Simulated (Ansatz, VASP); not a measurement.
## SnO2: VASP beside Ansatz

File INCAR:

```
SYSTEM = SnO2
ALGO = Normal
EDIFF = 1E-7
ENCUT = 520
GGA = CA
ISIF = 2
ISMEAR = 0
LASPH = .TRUE.
LCHARG = .FALSE.
LREAL = .FALSE.
LWAVE = .FALSE.
NBANDS = 64
NELM = 80
PREC = Accurate
SIGMA = 0.05
```

KPOINTS

```
k-points
0
G
  6 6 6
  0 0 0
```

File POSCAR:

```
SnO2
1.0
    4.5158704488      0.0000000000      0.0000000000
    0.0000000000      5.1835239392      0.0000000000
    0.0000000000      0.0000000000      4.9962144385
Sn O
4 8
Direct
    0.5000000000      0.6673419135      0.7500000000
    0.0000000000      0.8326580865      0.2500000000
    0.5000000000      0.3326580865      0.2500000000
    0.0000000000      0.1673419135      0.7500000000
    0.7309254637      0.6050162923      0.0776916535
    0.2309254637      0.8949837077      0.9223083465
    0.7690745363      0.8949837077      0.5776916535
    0.2690745363      0.6050162923      0.4223083465
    0.7309254637      0.3949837077      0.5776916535
    0.2309254637      0.1050162923      0.4223083465
    0.7690745363      0.1050162923      0.0776916535
    0.2690745363      0.3949837077      0.9223083465
```

Input for Ansatz:

```yaml
crystal:
  lattice:
    - [4.5158704488, 0.0, 0.0]
    - [0.0, 5.1835239392, 0.0]
    - [0.0, 0.0, 4.9962144385]
  atoms:
    - { symbol: Sn, position: [0.5, 0.6673419135, 0.75] }
    - { symbol: Sn, position: [0.0, 0.8326580865, 0.25] }
    - { symbol: Sn, position: [0.5, 0.3326580865, 0.25] }
    - { symbol: Sn, position: [0.0, 0.1673419135, 0.75] }
    - { symbol: O, position: [0.7309254637, 0.6050162923, 0.0776916535] }
    - { symbol: O, position: [0.2309254637, 0.8949837077, 0.9223083465] }
    - { symbol: O, position: [0.7690745363, 0.8949837077, 0.5776916535] }
    - { symbol: O, position: [0.2690745363, 0.6050162923, 0.4223083465] }
    - { symbol: O, position: [0.7309254637, 0.3949837077, 0.5776916535] }
    - { symbol: O, position: [0.2309254637, 0.1050162923, 0.4223083465] }
    - { symbol: O, position: [0.7690745363, 0.1050162923, 0.0776916535] }
    - { symbol: O, position: [0.2690745363, 0.3949837077, 0.9223083465] }
basis:
  ecutwfc: 520.0
kpoints:
  mp_grid: { grid: [6, 6, 6] }
hamiltonian:
  xc: lda
  pseudopotentials: { kind: paw, azcp: { folder: soft_1 } }
scf:
  occupations: { method: gaussian, width: 0.05 }
output:
  forces: true
  stress: true
  eigenvalues: true
```

Change from the starting cell: volume 9.746 Å^3 an atom, stretch along b over the lengths across it, relative to the relaxed cell 0.9480.

Alike in both runs: task single point; functional LDA; k mesh 6 × 6 × 6; occupations gaussian, width 0.05 eV; no spin polarisation.

|  | VASP | Ansatz |
| --- | --- | --- |
| version | VASP 6.6.1 | Ansatz 0.2.0 |
| potentials or method | VASP PAW LDA potentials, release 64 (Sn_d, O), cutoff 520 eV | scalar-relativistic, plane waves, PAW |
| valence electrons in the cell | 104 | 104 |

Ansatz gave:

* gap on the k mesh at the Fermi level (eV): 3.47
* least direct gap on the mesh (eV): 3.47
* rms of the force components (eV/Å): 0.426

Q: Estimate VASP's values.

A: gap on the k mesh at the Fermi level (eV): 3.51; least direct gap on the mesh (eV): 3.51; rms of the force components (eV/Å): 0.451.

Ansatz warns that its potentials were made for another functional, while VASP's fit it. LDA's correlation is that of Perdew and Zunger in VASP and of Perdew and Wang (1992) in Ansatz. Atom by atom the forces differ by 0.026 eV/Å (rms over components).
